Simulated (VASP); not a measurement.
# Cl (P6_3/mmc) in VASP: single point with PBE

Aim: the single point of Cl with PBE.

All numbers are computed with VASP 6.6.1; they aren't measurements. Logs are shortened: lines on timing, memory, paths and dates and some standing lists are left out, and cuts for length are marked.

## 1. The cell of the first run

It takes space group P6_3/mmc (No. 194, hexagonal). The conventional cell has a = 3.716 Å, b = 3.716 Å, c = 3.976 Å, α = 90.00°, β = 90.00°, γ = 120.00°. Within 3.9 Å of Cl (site symmetry -6m2) lie 12 Cl at 2.93 to 3.72 Å.

## 2. Single point, PBE (volume scaled by 1.04)

Input file INCAR:

```
PREC = Accurate
ENCUT = 520
EDIFF = 1E-7
ISMEAR = -1
SIGMA = 0.03
LREAL = False
LASPH = True
NELM = 100
ALGO = Normal
ISIF = 2
LWAVE = False
LCHARG = False
GGA = PE
NBANDS = 14
```

Input file KPOINTS:

```
regular mesh
0
Gamma
  19 19 10
```

Input file POSCAR:

```
Cl
1.0
    3.7164181046      0.0000000000      0.0000000000
   -1.8582090523      3.2185124897      0.0000000000
    0.0000000000      0.0000000000      3.9758582648
Cl
2
Direct
    0.3333333333      0.6666666667      0.2500000000
    0.6666666667      0.3333333333      0.7500000000
```

Potentials or basis: VASP PAW PBE potentials, release 64 (Cl).

Launch:

```bash
cat potpaw_PBE.64/Cl/POTCAR > POTCAR
mpirun -np 1 vasp_std > vasp.out
```

OUTCAR:

```text
PREC = Accurate
   ENCUT = 520
   EDIFF = 1E-7
   ISMEAR = -1
   LREAL = False
   LASPH = True
   NELM = 100
   ISIF = 2
   GGA = PE

 ion  position               nearest neighbor table
   1  0.333  0.667  0.250-
   2  0.667  0.333  0.750-

  LATTYP: Found a hexagonal cell.
 ALAT       =     3.7164181046
 C/A-ratio  =     1.0698091961

  Lattice vectors:

 A1 = (   3.7164181046,   0.0000000000,   0.0000000000)
 A2 = (  -1.8582090523,   3.2185124897,   0.0000000000)
 A3 = (   0.0000000000,   0.0000000000,   3.9758582648)

Analysis of symmetry for initial positions (statically):
=====================================================================
 Subroutine PRICEL returns:
 Original cell was already a primitive cell.

 Routine SETGRP: Setting up the symmetry group for a
 hexagonal supercell.

 Subroutine GETGRP returns: Found 24 space group operations
 (whereof 12 operations were pure point group operations)
 out of a pool of 24 trial point group operations.

The static configuration has the point symmetry D_3d.
 The point group associated with its full space group is D_6h.

Analysis of symmetry for dynamics (positions and initial velocities):
=====================================================================
 Subroutine PRICEL returns:
 Original cell was already a primitive cell.

 Routine SETGRP: Setting up the symmetry group for a
 hexagonal supercell.

 Subroutine GETGRP returns: Found 24 space group operations
 (whereof 12 operations were pure point group operations)
 out of a pool of 24 trial point group operations.

The dynamic configuration has the point symmetry D_3d.
 The point group associated with its full space group is D_6h.

 Subroutine INISYM returns: Found 24 space group operations
 (whereof 12 operations are pure point group operations),
 and found     1 'primitive' translations

----------------------------------------------------------------------------------------

                                     Primitive cell

  volume of cell :      47.5566

  direct lattice vectors                    reciprocal lattice vectors
     3.716418105  0.000000000  0.000000000     0.269076291  0.155351269  0.000000000
    -1.858209052  3.218512490  0.000000000     0.000000000  0.310702538  0.000000000
     0.000000000  0.000000000  3.975858265     0.000000000  0.000000000  0.251518020

  length of vectors
     3.716418105  3.716418105  3.975858265     0.310702538  0.310702538  0.251518020

  position of ions in fractional coordinates (direct lattice)
     0.333333333  0.666666667  0.250000000
     0.666666667  0.333333333  0.750000000

  ion indices of the primitive-cell ions
   primitive index   ion index
                 1           1
                 2           2

----------------------------------------------------------------------------------------

 KPOINTS: regular mesh

Automatic generation of k-mesh.
 Grid dimensions read from file:
 generate k-points for:   19   19   10

 Generating k-lattice:

  Cartesian coordinates                     Fractional coordinates (reciprocal lattice)
     0.014161910  0.008176383  0.000000000     0.052631579 -0.000000000  0.000000000
     0.000000000  0.016352765  0.000000000     0.000000000  0.052631579  0.000000000
     0.000000000  0.000000000  0.025151802     0.000000000  0.000000000  0.100000000

  Length of vectors
     0.016352765  0.016352765  0.025151802

  Shift w.r.t. Gamma in fractional coordinates (k-lattice)
     0.000000000  0.000000000  0.000000000

 Subroutine IBZKPT returns following result:
 ===========================================

 Found    240 irreducible k-points:

 Following reciprocal coordinates:
            Coordinates               Weight
  0.000000  0.000000  0.000000      1.000000
  0.052632  0.000000  0.000000      6.000000
  0.105263  0.000000  0.000000      6.000000
  0.157895  0.000000  0.000000      6.000000
  0.210526  0.000000  0.000000      6.000000
  0.263158  0.000000  0.000000      6.000000
[... 16 lines left out ...]
  0.263158  0.105263  0.000000     12.000000
  0.315789  0.105263  0.000000     12.000000
 [... further k-points ...]
   k-points           NKPTS =    240   k-points in BZ     NKDIM =    240   number of bands    NBANDS=     14
   number of dos      NEDOS =    301   number of ions     NIONS =      2
   total plane-waves  NPLWV =  23520
   dimension x,y,z NGX =    28 NGY =   28 NGZ =   30
   dimension x,y,z NGXF=    56 NGYF=   56 NGZF=   60
   ions per type =               2
   NGX,Y,Z   is equivalent  to a cutoff of  12.53, 12.53, 12.54 a.u.
   NGXF,Y,Z  is equivalent  to a cutoff of  25.05, 25.05, 25.09 a.u.
 SYSTEM =  unknown system
   PREC   = accura    normal or accurate (medium, high low for compatibility)
   ISTART =      0    job   : 0-new  1-cont  2-samecut
   ICHARG =      2    charge: 1-file 2-atom 10-const
   ISPIN  =      1    spin polarized calculation?
   LNONCOLLINEAR =      F non collinear calculations
   LSORBIT =      F    spin-orbit coupling
   LASPH  =      T    aspherical Exc in radial PAW
   ENCUT  =  520.0 eV  38.22 Ry    6.18 a.u.   6.91  6.91  7.39*2*pi/ulx,y,z
   NELM   =    100;   NELMIN=  2; NELMDL= -5     # of ELM steps
   EDIFF  = 0.1E-06   stopping-criterion for ELM
   LREAL  =      F    real-space projection
   EDIFFG = 0.1E-05   stopping-criterion for IOM
   NSW    =      0    number of steps for IOM
   IBRION =     -1    ionic relax: 0-MD 1-quasi-New 2-CG
   NFREE  =      0    steps in history (QN), initial steepest desc. (CG)
   ISIF   =      2    stress and relaxation
   ISYM   =      2    0-nonsym 1-usesym 2-fastsym
   POTIM  = 0.5000    time-step for ionic-motion
   TEBEG  =    0.0;   TEEND  =   0.0 temperature during run
   PSTRESS=    0.0 pullay stress
   NELECT =      14.0000    total number of electrons
   NUPDOWN=      -1.0000    fix difference up-down
   EMIN   =  10.00;   EMAX   =-10.00  energy-range for DOS
   EFERMI =   0.00;   METHOD = LEGACY
   ISMEAR =    -1;   SIGMA  =   0.03  broadening in eV -4-tet -1-fermi 0-gaus
   EFERMI_NEDOS =   21; number of points for ismear=-14 and -15
   IALGO  =     38    algorithm
   IMIX   =      4    mixing-type and parameters
     AMIX     =   0.40;   BMIX     =  1.00
     AMIX_MAG =   1.60;   BMIX_MAG =  1.00
  volume/ion in A,a.u.               =      23.78       160.46
  Fermi-wavevector in a.u.,A,eV,Ry     =   1.089049  2.058004 16.136877  1.186027
  Thomas-Fermi vector in A             =   2.225243
   LORBIT       =      0    0 simple, 1 ext, 2 COOP (PROOUT), +10 PAW based schemes
   GGA     = PE    functional components
   LHFCALC =     F    Hartree Fock is set to
   AEXX    =    0.0000 exact exchange contribution
   IVDW    =     0    specifies the selected vdW correction
   LEPSILON=     F    determine dielectric tensor
   LRPA    =     F    only Hartree local field effects (RPA)
 non-spin polarized calculation
  energy-cutoff  :      520.00
  volume of cell :       47.56
 maximum number of plane-waves:      1298
 NGX is ok and might be reduce to    28
   NGX = 13   NGY = 13   NGZ = 15

 number of electron      13.9999998 magnetization

 Free energy of the ion-electron system (eV)
  ---------------------------------------------------
  ext. energy  EPLUGINS =         0.00000000
  ---------------------------------------------------
  free energy    TOTEN  =        -2.18625004 eV

  energy without entropy =       -2.17596499  energy(sigma->0) =       -2.18110752

 E-fermi :   0.9774     XC(G=0):  -8.8797

 val. band max:        0.9731255506   @ k =   0.3684   0.2105   0.2000
 cond. band min:       0.9818079767   @ k =   0.3684   0.2632   0.3000
 fundamental gap:      0.0086824260
 Fermi energy:         0.9774394041

 k-point     1 :       0.0000    0.0000    0.0000
  band No.  band energies     occupation
      1     -14.3762      2.00000
      2     -11.7402      2.00000
      3      -2.6626      2.00000
      4      -1.0087      2.00000
      5      -1.0087      2.00000
      6       0.7668      1.99822
      7       0.7668      1.99822
      8       1.6978      0.00000
      9       8.7727      0.00000
     10       9.2619      0.00000
     11      13.0448      0.00000
     12      13.0448      0.00000
     13      14.5212      0.00000
     14      14.5212      0.00000

 k-point     2 :       0.0526    0.0000    0.0000
  band No.  band energies     occupation
      1     -14.3586      2.00000
      2     -11.7522      2.00000
      3      -2.6408      2.00000
      4      -1.0462      2.00000
      5      -1.0393      2.00000
      6       0.7234      1.99958
      7       0.7885      1.99633
      8       1.6631      0.00000
      9       8.8401      0.00000
     10       9.3607      0.00000
     11      12.8591      0.00000
     12      13.0975      0.00000
     13      14.4507      0.00000
     14      14.5009      0.00000

 k-point     3 :       0.1053    0.0000    0.0000
  band No.  band energies     occupation
      1     -14.3063      2.00000
      2     -11.7886      2.00000
      3      -2.5760      2.00000
      4      -1.1538      2.00000
      5      -1.1232      2.00000
      6       0.6049      1.99999
      7       0.8463      1.97503
      8       1.5612      0.00000
      9       9.0283      0.00000
     10       9.6350      0.00000
     11      12.4549      0.00000
     12      13.2568      0.00000
     13      14.2647      0.00000
     14      14.4151      0.00000
[... 324 lines left out ...]
 k-point    23 :       0.2632    0.1053    0.0000
  band No.  band energies     occupation
      1     -13.7658      2.00000
      2     -12.2052      2.00000
      3      -2.0790      2.00000
      4      -1.8834      2.00000
      5      -1.5433      2.00000
      6      -0.0721      2.00000
      7       0.5857      2.00000
      8       1.0892      0.04712
      9       9.5724      0.00000
     10      11.2741      0.00000
     11      12.3064      0.00000
     12      12.3941      0.00000
     13      14.2652      0.00000
     14      15.3898      0.00000

 k-point    24 :       0.3158    0.1053    0.0000
  band No.  band energies     occupation
      1     -13.6039      2.00000
      2     -12.3429      2.00000
      3      -2.2674      2.00000
      4      -1.6666      2.00000
      5      -1.5789      2.00000
      6      -0.2030      2.00000
      7       0.3147      2.00000
      8       1.1229      0.01554
      9       9.3536      0.00000
     10      11.8248      0.00000
     11      12.1090      0.00000
     12      12.5683      0.00000
     13      14.1534      0.00000
     14      16.0435      0.00000

 [... further k-points ...]
[... 5 lines left out ...]
  --------------------------------------------------------------------------------------
  -------------------------------------------------------------------------------------
  Total       -0.3007756     -0.3007756     -0.5021960      0.0000000     -0.0000000      0.0000000
  in kB      -10.1331047    -10.1331047    -16.9189423      0.0000000     -0.0000000      0.0000000
  external PRESSURE =     -12.3950506 kB  Pullay stress =       0.0000000 kB

 VOLUME and BASIS-vectors are now :
 -----------------------------------------------------------------------------
  energy-cutoff  :      520.00
  volume of cell :       47.56
      direct lattice vectors                 reciprocal lattice vectors
     3.716418105  0.000000000  0.000000000     0.269076291  0.155351269  0.000000000
    -1.858209052  3.218512490  0.000000000     0.000000000  0.310702538  0.000000000
     0.000000000  0.000000000  3.975858265     0.000000000  0.000000000  0.251518020

 POSITION                                       TOTAL-FORCE (eV/Angst)
 -----------------------------------------------------------------------------------
     -0.00000      2.14567      0.99396         0.000000     -0.000000      0.000000
      1.85821      1.07284      2.98189        -0.000000      0.000000      0.000000
 -----------------------------------------------------------------------------------
    total drift:                                0.000000     -0.000000      0.000000

  FREE ENERGIE OF THE ION-ELECTRON SYSTEM (eV)
  ---------------------------------------------------
  free  energy   TOTEN  =        -2.1862500371 eV

  energy  without entropy=       -2.1759649947  energy(sigma->0) =       -2.18110752
```

Wall time 1.9 min (1 thread of Intel Xeon Platinum 8259CL at 2.50GHz (Skylake/Cascade Lake), shared host); peak memory 0.23 GiB.

Results:

| Item | Value |
| --- | --- |
| Free energy | -2.1863 eV |
| Pressure | -1.2 GPa |
| Band gap on the k mesh | zero (band 7 reaches 1.66 eV, above the bottom of band 8 at -0.12 eV) |

Stress tensor (GPa, compression positive):
```
-1.01  0.00  0.00
 0.00 -1.01  0.00
 0.00  0.00 -1.69
```
